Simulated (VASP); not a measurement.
# In3PtAu (P4mm) in VASP: single point with PBE

Aim: the single point of In3PtAu with PBE.

Everything below comes from runs of VASP 6.6.1. Logs are shortened: lines on timing, memory, paths and dates and some standing lists are left out, and cuts for length are marked.

**1. The cell of the first run**

It takes space group P4mm (No. 99, tetragonal). Conventional cell: a = 5.255 Å, b = 5.255 Å, c = 5.225 Å, α = 90.00°, β = 90.00°, γ = 90.00°. In (site symmetry 4mm) has 2 Pt at 2.59 to 2.64 Å within 3.4 Å. In (site symmetry 2mm) has 2 Pt at 2.63 Å and 2 Au at 3.00 Å and 8 In at 3.60 to 3.82 Å within 3.9 Å. Within 3.4 Å of Pt (site symmetry 4mm) lie 6 In at 2.59 to 2.64 Å. Au (site symmetry 4mm) has 8 In at 3.00 to 3.85 Å and 4 Pt at 4.06 Å within 4.1 Å.

**2. Single point, PBE**

File INCAR:

```
ALGO = Fast ; EDIFF = 1E-6
ENCUT = 520 ; GGA = PE
ISIF = 2 ; ISMEAR = 0
LASPH = T ; LCHARG = F
LREAL = F ; LWAVE = F
NBANDS = 38 ; NELM = 60
PREC = Accurate ; SIGMA = 0.1
```

File KPOINTS:

```
k-points
0
Gamma
  8 8 8
```

File POSCAR:

```
In3PtAu
1.0
    5.2549010370      0.0000000000      0.0000000000
    0.0000000000      5.2549010370      0.0000000000
    0.0000000000      0.0000000000      5.2250295311
In Pt Au
3 1 1
Direct
    0.5000000000      0.5000000000      0.9648746551
    0.0000000000      0.5000000000      0.4346071656
    0.5000000000      0.0000000000      0.4346071656
    0.5000000000      0.5000000000      0.4695041661
    0.0000000000      0.0000000000      0.1564068476
```

Potentials or basis: VASP PAW PBE potentials, release 64 (In_d, Pt, Au).

Launch:

```bash
cat potpaw_PBE.64/In_d/POTCAR potpaw_PBE.64/Pt/POTCAR potpaw_PBE.64/Au/POTCAR > POTCAR
mpirun -np 1 vasp_std > vasp.out
```

OUTCAR:

```text
EDIFF = 1E-6
   ENCUT = 520
   GGA = PE
   ISIF = 2
   ISMEAR = 0
   LASPH = T
   LREAL = F
   NELM = 60
   PREC = Accurate

 ion  position               nearest neighbor table
   1  0.500  0.500  0.965-   4 2.59   4 2.64   3 3.60   2 3.60   3 3.60   2 3.60   2 3.82   3 3.82
                             3 3.82   2 3.82
   2  0.000  0.500  0.435-   4 2.63   4 2.63   5 3.00   5 3.00   1 3.60   1 3.60   3 3.72   3 3.72
                             3 3.72   3 3.72   1 3.82   1 3.82
   3  0.500  0.000  0.435-   4 2.63   4 2.63   5 3.00   5 3.00   1 3.60   1 3.60   2 3.72   2 3.72
                             2 3.72   2 3.72   1 3.82   1 3.82
   4  0.500  0.500  0.470-   1 2.59   2 2.63   3 2.63   3 2.63   2 2.63   1 2.64
   5  0.000  0.000  0.156-   2 3.00   3 3.00   2 3.00   3 3.00

  LATTYP: Found a simple tetragonal cell.
 ALAT       =     5.2549010370
 C/A-ratio  =     0.9943154960

  Lattice vectors:

 A1 = (   5.2549010370,   0.0000000000,   0.0000000000)
 A2 = (   0.0000000000,   5.2549010370,   0.0000000000)
 A3 = (   0.0000000000,   0.0000000000,   5.2250295311)

Analysis of symmetry for initial positions (statically):
=====================================================================
 Subroutine PRICEL returns:
 Original cell was already a primitive cell.

 Routine SETGRP: Setting up the symmetry group for a
 simple tetragonal supercell.

 Subroutine GETGRP returns: Found  8 space group operations
 (whereof  8 operations were pure point group operations)
 out of a pool of 16 trial point group operations.

The static configuration has the point symmetry C_4v.

Analysis of symmetry for dynamics (positions and initial velocities):
=====================================================================
 Subroutine PRICEL returns:
 Original cell was already a primitive cell.

 Routine SETGRP: Setting up the symmetry group for a
 simple tetragonal supercell.

 Subroutine GETGRP returns: Found  8 space group operations
 (whereof  8 operations were pure point group operations)
 out of a pool of 16 trial point group operations.

The dynamic configuration has the point symmetry C_4v.

 Subroutine INISYM returns: Found  8 space group operations
 (whereof  8 operations are pure point group operations),
 and found     1 'primitive' translations

----------------------------------------------------------------------------------------

                                     Primitive cell

  volume of cell :     144.2839

  direct lattice vectors                    reciprocal lattice vectors
     5.254901037  0.000000000  0.000000000     0.190298541  0.000000000  0.000000000
     0.000000000  5.254901037  0.000000000     0.000000000  0.190298541  0.000000000
     0.000000000  0.000000000  5.225029531     0.000000000  0.000000000  0.191386478

  length of vectors
     5.254901037  5.254901037  5.225029531     0.190298541  0.190298541  0.191386478

  position of ions in fractional coordinates (direct lattice)
     0.500000000  0.500000000  0.964874655
     0.000000000  0.500000000  0.434607166
     0.500000000  0.000000000  0.434607166
     0.500000000  0.500000000  0.469504166
     0.000000000  0.000000000  0.156406848

  ion indices of the primitive-cell ions
   primitive index   ion index
                 1           1
                 2           2
                 3           3
                 4           4
                 5           5

----------------------------------------------------------------------------------------

 KPOINTS: k-points

Automatic generation of k-mesh.
 Grid dimensions read from file:
 generate k-points for:    8    8    8

 Generating k-lattice:

  Cartesian coordinates                     Fractional coordinates (reciprocal lattice)
     0.023787318  0.000000000  0.000000000     0.125000000  0.000000000  0.000000000
     0.000000000  0.023787318  0.000000000     0.000000000  0.125000000  0.000000000
     0.000000000  0.000000000  0.023923310     0.000000000  0.000000000  0.125000000

  Length of vectors
     0.023787318  0.023787318  0.023923310

  Shift w.r.t. Gamma in fractional coordinates (k-lattice)
     0.000000000  0.000000000  0.000000000

 Subroutine IBZKPT returns following result:
 ===========================================

 Found     75 irreducible k-points:

 Following reciprocal coordinates:
            Coordinates               Weight
  0.000000  0.000000  0.000000      1.000000
  0.125000  0.000000  0.000000      4.000000
  0.250000  0.000000  0.000000      4.000000
  0.375000  0.000000  0.000000      4.000000
  0.500000  0.000000  0.000000      2.000000
  0.125000  0.125000  0.000000      4.000000
[... 16 lines left out ...]
  0.375000  0.125000  0.125000     16.000000
  0.500000  0.125000  0.125000      8.000000
 [... further k-points ...]
   k-points           NKPTS =     75   k-points in BZ     NKDIM =     75   number of bands    NBANDS=     38
   number of dos      NEDOS =    301   number of ions     NIONS =      5
   total plane-waves  NPLWV =  64000
   dimension x,y,z NGX =    40 NGY =   40 NGZ =   40
   dimension x,y,z NGXF=    80 NGYF=   80 NGZF=   80
   ions per type =               3   1   1
   NGX,Y,Z   is equivalent  to a cutoff of  12.65, 12.65, 12.73 a.u.
   NGXF,Y,Z  is equivalent  to a cutoff of  25.31, 25.31, 25.45 a.u.
 SYSTEM =  unknown system
   PREC   = accura    normal or accurate (medium, high low for compatibility)
   ISTART =      0    job   : 0-new  1-cont  2-samecut
   ICHARG =      2    charge: 1-file 2-atom 10-const
   ISPIN  =      1    spin polarized calculation?
   LNONCOLLINEAR =      F non collinear calculations
   LSORBIT =      F    spin-orbit coupling
   LASPH  =      T    aspherical Exc in radial PAW
   ENCUT  =  520.0 eV  38.22 Ry    6.18 a.u.   9.77  9.77  9.72*2*pi/ulx,y,z
   NELM   =     60;   NELMIN=  2; NELMDL= -5     # of ELM steps
   EDIFF  = 0.1E-05   stopping-criterion for ELM
   LREAL  =      F    real-space projection
[... 7 lines left out ...]
   TEBEG  =    0.0;   TEEND  =   0.0 temperature during run
   PSTRESS=    0.0 pullay stress
   NELECT =      60.0000    total number of electrons
   NUPDOWN=      -1.0000    fix difference up-down
   EMIN   =  10.00;   EMAX   =-10.00  energy-range for DOS
   EFERMI =   0.00;   METHOD = LEGACY
   ISMEAR =     0;   SIGMA  =   0.10  broadening in eV -4-tet -1-fermi 0-gaus
   EFERMI_NEDOS =   21; number of points for ismear=-14 and -15
   IALGO  =     68    algorithm
   IMIX   =      4    mixing-type and parameters
     AMIX     =   0.40;   BMIX     =  1.00
     AMIX_MAG =   1.60;   BMIX_MAG =  1.00
  volume/ion in A,a.u.               =      28.86       194.74
  Fermi-wavevector in a.u.,A,eV,Ry     =   1.221948  2.309146 20.315625  1.493156
  Thomas-Fermi vector in A             =   2.357112
   LORBIT       =      0    0 simple, 1 ext, 2 COOP (PROOUT), +10 PAW based schemes
   GGA     = PE    functional components
   LHFCALC =     F    Hartree Fock is set to
   AEXX    =    0.0000 exact exchange contribution
   IVDW    =     0    specifies the selected vdW correction
   LEPSILON=     F    determine dielectric tensor
   LRPA    =     F    only Hartree local field effects (RPA)
 non-spin polarized calculation
 RMM-DIIS sequential band-by-band and
 Gauss-broadening in eV      SIGMA  =   0.10
  energy-cutoff  :      520.00
  volume of cell :      144.28
 maximum number of plane-waves:      3908
 NGX is ok and might be reduce to    40
   NGX = 19   NGY = 19   NGZ = 19

 number of electron      60.0000025 magnetization

 Free energy of the ion-electron system (eV)
  ---------------------------------------------------
  ext. energy  EPLUGINS =         0.00000000
  ---------------------------------------------------
  free energy    TOTEN  =       -17.76390663 eV

  energy without entropy =      -17.75536220  energy(sigma->0) =      -17.75963441

 E-fermi :   5.4109     XC(G=0):  -9.4624

 val. band max:        5.4006481846   @ k =   0.2500   0.0000   0.5000
 cond. band min:       5.4135432337   @ k =   0.5000   0.5000   0.3750
 fundamental gap:      0.0128950491
 Fermi energy:         5.4108804209

 k-point     1 :       0.0000    0.0000    0.0000
  band No.  band energies     occupation
      1      -9.3904      2.00000
      2      -9.3202      2.00000
      3      -9.3008      2.00000
      4      -9.2783      2.00000
      5      -9.2783      2.00000
      6      -9.2339      2.00000
[... 30 lines left out ...]
     37       9.4939      0.00000
     38       9.5684      0.00000

 k-point     2 :       0.1250    0.0000    0.0000
  band No.  band energies     occupation
      1      -9.3870      2.00000
      2      -9.3190      2.00000
      3      -9.2998      2.00000
      4      -9.2774      2.00000
      5      -9.2718      2.00000
      6      -9.2260      2.00000
[... 30 lines left out ...]
     37       9.5113      0.00000
     38       9.6756      0.00000

 k-point     3 :       0.2500    0.0000    0.0000
  band No.  band energies     occupation
      1      -9.3804      2.00000
      2      -9.3163      2.00000
      3      -9.2977      2.00000
      4      -9.2751      2.00000
      5      -9.2521      2.00000
      6      -9.2140      2.00000
[... 30 lines left out ...]
     37       9.5960      0.00000
     38       9.7078      0.00000

 k-point     4 :       0.3750    0.0000    0.0000
  band No.  band energies     occupation
      1      -9.3757      2.00000
      2      -9.3136      2.00000
      3      -9.2960      2.00000
      4      -9.2727      2.00000
      5      -9.2260      2.00000
      6      -9.2081      2.00000
[... 30 lines left out ...]
     37       9.7082      0.00000
     38       9.8250      0.00000
[... 703 lines left out ...]
      4      -9.2607      2.00000
      5      -9.2443      2.00000
      6      -9.2007      2.00000
[... 30 lines left out ...]
     37       9.8281      0.00000
     38      10.0484      0.00000

 k-point    23 :       0.3750    0.1250    0.1250
  band No.  band energies     occupation
      1      -9.3537      2.00000
      2      -9.3125      2.00000
      3      -9.2960      2.00000
      4      -9.2582      2.00000
      5      -9.2227      2.00000
      6      -9.1933      2.00000
[... 30 lines left out ...]
     37       9.7075      0.00000
     38      10.0870      0.00000

 k-point    24 :       0.5000    0.1250    0.1250
  band No.  band energies     occupation
      1      -9.3522      2.00000
      2      -9.3114      2.00000
      3      -9.2957      2.00000
      4      -9.2572      2.00000
      5      -9.2119      2.00000
      6      -9.1912      2.00000
[... 30 lines left out ...]
     37       9.6432      0.00000
     38      10.1308      0.00000

 [... further k-points ...]
[... 5 lines left out ...]
  --------------------------------------------------------------------------------------
  -------------------------------------------------------------------------------------
  Total       -0.0494285     -0.0494285     -0.0196271      0.0000000      0.0000000      0.0000000
  in kB       -0.5488704     -0.5488704     -0.2179462      0.0000000      0.0000000      0.0000000
  external PRESSURE =      -0.4385623 kB  Pullay stress =       0.0000000 kB

 VOLUME and BASIS-vectors are now :
 -----------------------------------------------------------------------------
  energy-cutoff  :      520.00
  volume of cell :      144.28
      direct lattice vectors                 reciprocal lattice vectors
     5.254901037  0.000000000  0.000000000     0.190298541  0.000000000  0.000000000
     0.000000000  5.254901037  0.000000000     0.000000000  0.190298541  0.000000000
     0.000000000  0.000000000  5.225029531     0.000000000  0.000000000  0.191386478

 POSITION                                       TOTAL-FORCE (eV/Angst)
 -----------------------------------------------------------------------------------
      2.62745      2.62745      5.04150         0.000000      0.000000     -0.002146
      0.00000      2.62745      2.27084         0.000000      0.000000      0.002275
      2.62745      0.00000      2.27084         0.000000      0.000000      0.002275
      2.62745      2.62745      2.45317        -0.000000     -0.000000      0.000803
      0.00000      0.00000      0.81723         0.000000      0.000000     -0.003207
 -----------------------------------------------------------------------------------
    total drift:                               -0.000000      0.000000      0.000624

  FREE ENERGIE OF THE ION-ELECTRON SYSTEM (eV)
  ---------------------------------------------------
  free  energy   TOTEN  =       -17.7639066263 eV

  energy  without entropy=      -17.7553621960  energy(sigma->0) =      -17.75963441
```

Wall time 5.7 min (1 thread of Intel Xeon Platinum 8259CL at 2.50GHz (Skylake/Cascade Lake), shared host); peak memory 0.52 GiB.

What came out:

| Quantity | Value |
| --- | --- |
| Free energy | -17.7639 eV |
| Pressure | 0.0 GPa |
| Largest force | 0.003 eV/Å |
| Band gap on the k mesh | zero (bands 30 and 31 overlap by 0.93 eV) |

Forces on the atoms (eV/Å):
```
In   0.000  0.000 -0.002
In   0.000  0.000  0.002
In   0.000  0.000  0.002
Pt   0.000  0.000  0.001
Au   0.000  0.000 -0.003
```

Levels at points of the mesh, in eV from the Fermi level:
| k point | band 27 | band 28 | band 29 | band 30 | band 31 | band 32 | band 33 | band 34 |
| --- | --- | --- | --- | --- | --- | --- | --- | --- |
| (0.00, 0.00, 0.00) | -2.10 | -1.50 | -1.50 | -0.33 | 0.14 | 0.55 | 3.23 | 3.23 |
| (0.50, 0.00, 0.00) | -3.10 | -0.81 | -0.74 | -0.24 | 0.54 | 1.38 | 1.42 | 1.62 |
| (0.50, 0.50, 0.00) | -3.23 | -3.21 | -2.41 | 0.43 | 1.51 | 1.75 | 1.75 | 2.96 |
| (0.00, 0.00, 0.50) | -3.00 | -1.31 | -0.45 | -0.45 | 0.70 | 1.49 | 2.10 | 2.10 |
| (0.50, 0.00, 0.50) | -3.16 | -3.09 | -1.83 | 0.60 | 0.91 | 1.31 | 2.14 | 2.16 |
| (0.50, 0.50, 0.50) | -3.00 | -2.84 | -2.84 | -2.32 | -0.18 | -0.18 | 0.63 | 6.41 |

Caveat: spin-orbit coupling is left out, which moves the levels of the heavy elements.
